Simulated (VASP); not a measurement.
# BN (Pm) in VASP: a series of runs, part 2 of 2

VASP 6.6.1.

## (3) Single point, PBE (mode 9 (1359.5 1/cm) frozen in, largest displacement +0.225 Å)

The input, INCAR:

```
  PREC = Accurate
  ENCUT = 520
  EDIFF = 1E-7
  ISMEAR = 0
  SIGMA = 0.05
  LREAL = F
  LASPH = T
  NELM = 80
  ALGO = Normal
  ISIF = 2
  LWAVE = F
  LCHARG = F
  GGA = PE
  NBANDS = 16
```

The input, KPOINTS:

```
Automatic mesh
0
Gamma
  12 12 4
```

The input, POSCAR:

```
BN
1.0
    2.5039917043      0.0000000000      0.0000000000
   -1.2519958522      2.1685204268      0.0000000000
    0.0000000000      0.0000000000      6.6612000000
B N
2 2
Direct
    0.4231898611      0.6666666667      0.2500000000
    0.6667090337      0.3333333333      0.7500000000
    0.3333381480      0.6666666667      0.7500000000
    0.5972817526      0.3333333333      0.2500000000
```

Potentials or basis: VASP PAW PBE potentials, release 64 (B, N).

Launch:

```bash
> cat potpaw_PBE.64/B/POTCAR potpaw_PBE.64/N/POTCAR > POTCAR
> mpirun -np 1 vasp_std > vasp.out
```

OUTCAR:

```text
PREC = Accurate
   ENCUT = 520
   EDIFF = 1E-7
   ISMEAR = 0
   LREAL = F
   LASPH = T
   NELM = 80
   ISIF = 2
   GGA = PE

 ion  position               nearest neighbor table
   1  0.423  0.667  0.250-   4 1.12   4 1.50   4 1.80
   2  0.667  0.333  0.750-   3 1.45   3 1.45   3 1.45
   3  0.333  0.667  0.750-   2 1.45   2 1.45   2 1.45
   4  0.597  0.333  0.250-   1 1.12   1 1.50   1 1.80

  LATTYP: Found a hexagonal cell.
 ALAT       =     2.5039917043
 C/A-ratio  =     2.6602324555

  Lattice vectors:

 A1 = (   2.5039917043,   0.0000000000,   0.0000000000)
 A2 = (  -1.2519958522,   2.1685204268,   0.0000000000)
 A3 = (   0.0000000000,   0.0000000000,   6.6612000000)

Analysis of symmetry for initial positions (statically):
=====================================================================
 Subroutine PRICEL returns:
 Original cell was already a primitive cell.

 Routine SETGRP: Setting up the symmetry group for a
 hexagonal supercell.

 Subroutine GETGRP returns: Found  2 space group operations
 (whereof  1 operations were pure point group operations)
 out of a pool of 24 trial point group operations.

The static configuration has the point symmetry C_1 .
 The point group associated with its full space group is C_1h.

Analysis of symmetry for dynamics (positions and initial velocities):
=====================================================================
 Subroutine PRICEL returns:
 Original cell was already a primitive cell.

 Routine SETGRP: Setting up the symmetry group for a
 hexagonal supercell.

 Subroutine GETGRP returns: Found  2 space group operations
 (whereof  1 operations were pure point group operations)
 out of a pool of 24 trial point group operations.

The dynamic configuration has the point symmetry C_1 .
 The point group associated with its full space group is C_1h.

 Subroutine INISYM returns: Found  2 space group operations
 (whereof  1 operations are pure point group operations),
 and found     1 'primitive' translations

[... 119 lines left out ...]
  volume/ion in A,a.u.               =       9.04        61.02
  Fermi-wavevector in a.u.,A,eV,Ry     =   1.247379  2.357205 21.170055  1.555955
  Thomas-Fermi vector in A             =   2.381514
   LORBIT       =      0    0 simple, 1 ext, 2 COOP (PROOUT), +10 PAW based schemes
   GGA     = PE    functional components
   LHFCALC =     F    Hartree Fock is set to
   AEXX    =    0.0000 exact exchange contribution
   IVDW    =     0    specifies the selected vdW correction
   LEPSILON=     F    determine dielectric tensor
   LRPA    =     F    only Hartree local field effects (RPA)
 non-spin polarized calculation
 Gauss-broadening in eV      SIGMA  =   0.05
  energy-cutoff  :      520.00
  volume of cell :       36.17
 maximum number of plane-waves:       992
   NGX =  9   NGY =  9   NGZ = 25

 number of electron      15.9999998 magnetization

 Free energy of the ion-electron system (eV)
  ---------------------------------------------------
  ext. energy  EPLUGINS =         0.00000000
  ---------------------------------------------------
  free energy    TOTEN  =       -31.60172634 eV

  energy without entropy =      -31.60172634  energy(sigma->0) =      -31.60172634

 E-fermi :   4.2392     XC(G=0):  -9.9933

 val. band max:        3.9263856115   @ k =   0.0000   0.0000   0.5000
 cond. band min:       6.0634382920   @ k =   0.5000   0.5000   0.5000
 fundamental gap:      2.1370526805
 Fermi energy:         4.2392197050

 k-point     1 :       0.0000    0.0000    0.0000
  band No.  band energies     occupation
      1     -15.6337      2.00000
      2     -15.3077      2.00000
      3      -4.1405      2.00000
      4      -2.8230      2.00000
      5      -2.1171      2.00000
      6       0.7838      2.00000
[... 433 lines left out ...]
      3      -4.0893      2.00000
      4      -2.8482      2.00000
      5      -2.1810      2.00000
      6      -0.9676      2.00000
[... 8 lines left out ...]
     15      16.9826      0.00000
     16      17.6228      0.00000

 [... further k-points ...]

------------------------ aborting loop because EDIFF is reached ----------------------------------------

  FORCE on cell =-STRESS in cart. coord.  units (eV):
  Direction    XX          YY          ZZ          XY          YZ          ZX
  --------------------------------------------------------------------------------------
  -------------------------------------------------------------------------------------
  Total       13.9272771      9.6546005      0.5861583     -9.5398232      0.0000000      0.0000000
  in kB      616.9186806    427.6574203     25.9643015   -422.5732783      0.0000000      0.0000000
  external PRESSURE =     356.8468008 kB  Pullay stress =       0.0000000 kB

 VOLUME and BASIS-vectors are now :
 -----------------------------------------------------------------------------
  energy-cutoff  :      520.00
  volume of cell :       36.17
      direct lattice vectors                 reciprocal lattice vectors
     2.503991704  0.000000000  0.000000000     0.399362345  0.230571958  0.000000000
    -1.251995852  2.168520427  0.000000000     0.000000000  0.461143915  0.000000000
     0.000000000  0.000000000  6.661200000     0.000000000  0.000000000  0.150123101

 POSITION                                       TOTAL-FORCE (eV/Angst)
 -----------------------------------------------------------------------------------
      0.22500      1.44568      1.66530       -19.518679     14.051530      0.000000
      1.25210      0.72284      4.99590        -0.002937     -0.002506      0.000000
      0.00001      1.44568      4.99590        -0.012666      0.018467      0.000000
      1.07826      0.72284      1.66530        19.534282    -14.067490      0.000000
 -----------------------------------------------------------------------------------
    total drift:                               -0.000039      0.000012     -0.000000

  FREE ENERGIE OF THE ION-ELECTRON SYSTEM (eV)
  ---------------------------------------------------
  free  energy   TOTEN  =       -31.6017263357 eV

  energy  without entropy=      -31.6017263357  energy(sigma->0) =      -31.60172634
```

stdout:

```text
POSCAR found type information on POSCAR B N
 POSCAR found :  2 types and       4 ions
 scaLAPACK will be used
 LDA part: xc-table for (Slater+PW92), standard interpolation
 POSCAR, INCAR and KPOINTS ok, starting setup
 FFT: planning ... GRIDC
 FFT: planning ... GRID_SOFT
 FFT: planning ... GRID
 WAVECAR not read
 entering main loop
```

Wall time 2.1 min (1 thread of Intel Xeon Platinum 8375C at 2.90GHz (Ice Lake), shared host); peak memory 0.22 GiB.

What came out:

```yaml
Free_energy: -31.6017 eV
Pressure: 35.7 GPa
Largest_force: 24.072 eV/Å
Band_gap_on_the_k_mesh: 2.14 eV, indirect (least direct gap 3.48 eV)
```

Forces in eV/Å, atoms in the order of the input:
```
B   -19.519  14.052   0.000
B    -0.003  -0.003   0.000
N    -0.013   0.018   0.000
N    19.534 -14.067   0.000
```

Levels at points of the mesh, in eV from the valence-band top:
```csv
k point,band 6,band 7,band 8,band 9,band 10,band 11
"(0.00, 0.00, 0.00)",-3.14,-3.14,0.00,3.48,7.09,8.53
"(0.50, 0.00, 0.00)",-5.94,-4.30,-2.54,2.83,6.74,6.90
"(0.00, 0.50, 0.00)",-3.76,-3.53,-2.43,2.57,4.10,4.29
"(0.50, 0.50, 0.00)",-4.12,-2.89,-2.53,2.42,3.18,7.64
"(0.00, 0.00, 0.50)",-3.14,-3.14,0.00,5.59,5.73,7.36
"(0.50, 0.00, 0.50)",-5.94,-4.12,-2.74,2.94,6.10,7.11
"(0.00, 0.50, 0.50)",-3.78,-3.21,-2.72,2.92,3.51,4.16
"(0.50, 0.50, 0.50)",-4.12,-2.73,-2.53,2.14,2.90,7.77
```

Caveat: the cell differs from its parent crystal (mode 9 (1359.5 1/cm) frozen in, largest displacement +0.225 Å); this functional lacks dispersion, which binds the layers, so the pressure and a relaxed spacing across them are unreliable; forces of over 1 eV/Å act on the atoms, so gaps and moduli don't describe the material at rest.
